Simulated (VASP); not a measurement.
BAs:

```
B As
1.0
     0.00000    2.39187    2.39187
     2.39187    0.00000    2.39187
     2.39187    2.39187    0.00000
B As
1 1
Direct
  0.00000 0.00000 0.00000
  0.25000 0.25000 0.25000
```

Base run:

| Property | Result |
| --- | --- |
| Program | VASP 6.6.1 |
| Functional | PBE |
| Potentials or basis | VASP PAW PBE potentials, release 64 (B, As) |
| Cutoff | 500 eV |
| k mesh | 8 × 8 × 8 |
| Occupations | gaussian, width 0.01 eV |
| Spin | no spin polarisation |

Its results: band gap on the k mesh 1.19 eV, indirect (least direct gap 3.27 eV); pressure 2.8 GPa.

The run is repeated on the same cell with these changes: functional from PBE to r2SCAN; cutoff from 500 eV to 550 eV. What comes out?

Band gap on the k mesh 1.39 eV, indirect (least direct gap 3.44 eV); pressure 0.3 GPa.

r2SCAN gives the wider gap, since meta-GGAs in the generalised Kohn-Sham scheme recover part of the derivative discontinuity.

Caveats: the PAW data sets were made with another functional, which shifts forces and pressure a little (some runs).

A k mesh can miss the band edges.
